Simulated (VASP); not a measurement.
Crystal: BaMg3H4.

```xyz
8
Lattice="4.7143 0.0000 0.0000 -2.3572 4.0827 0.0000 0.0000 0.0000 15.7691" Properties=species:S:1:pos:R:3 pbc="T T T"
Ba    0.0000    0.0000   10.2301
Mg    0.0000    0.0000    2.7228
Mg    0.0000    2.7218    6.0999
Mg    2.3572    1.3609   15.1148
H     0.0000    0.0000    0.0000
H     0.0000    2.7218    3.3771
H     0.0000    0.0000    6.7541
H     2.3572    1.3609   12.3920
```

| Property | Result |
| --- | --- |
| Program | VASP 6.6.1 |
| Task | relaxation of cell and atoms |
| Functional | PBE |
| Potentials or basis | VASP PAW PBE potentials, release 64 (Ba_sv, Mg_sv, H) |
| Cutoff | 840 eV |
| k mesh | 6 × 6 × 1 |
| Occupations | gaussian, width 0.1 eV |
| Spin | no spin polarisation |

At the start: pressure -4.8 GPa; volume 37.94 Å³/atom.

Task: How do energy, volume and symmetry change on relaxing?

Result: Over 21 steps the energy falls by 738.8 meV/atom and the volume is 17.25 Å³/atom (-54.5 %); space group P3m1 (No. 156, to 0.1 Å) before and after.

The path:
```tsv
step	energy change (eV)	largest force (eV/Å)	pressure (GPa)	volume (Å³)
1	0.0000	0.2999	-4.82	303.51
2	-1.5863	0.3179	-5.34	256.01
3	-5.3110	0.7901	-1.39	143.17
4	-5.2505	1.0407	3.17	125.97
5	-5.3487	0.8730	0.00	136.73
6	-5.3459	0.9084	0.63	134.23
7	-5.4632	0.7789	0.76	132.59
8	-5.6232	0.6224	1.68	128.32
9	-5.6355	0.8748	2.24	126.75
10	-5.7468	0.4585	1.14	130.47
11	-5.7931	0.4420	0.08	135.50
12	-5.7940	0.3854	0.19	134.85
13	-5.8288	0.3110	0.02	135.82
14	-5.8844	0.2854	-0.25	138.65
15	-5.8851	0.3095	-0.26	139.07
16	-5.8985	0.1880	-0.08	138.44
17	-5.8988	0.1851	-0.04	138.30
18	-5.9058	0.1131	0.03	137.88
19	-5.9065	0.1211	0.08	137.68
20	-5.9100	0.0473	-0.08	137.94
21	-5.9103	0.0246	-0.13	138.02
```

Final structure:
```xyz
8
Lattice="3.9490 0.0000 0.0000 -1.9745 3.4199 0.0000 0.0000 0.0000 10.2199" Properties=species:S:1:pos:R:3 pbc="T T T"
Ba    0.0000    0.0000    6.9478
Mg    0.0000    0.0000    1.9037
Mg    0.0000    2.2800    4.0940
Mg    1.9745    1.1400    9.9640
H     0.0000    0.0000   10.1297
H     0.0000    2.2800    1.9971
H     0.0000    0.0000    3.7947
H     1.9745    1.1400    8.1302
```

Caveat: the k points lie up to 0.61 Å⁻¹ apart in the final cell, too coarse for converged energies and pressures of a metal; the volume moved by over 15 % at a fixed basis, so the end points are rough.
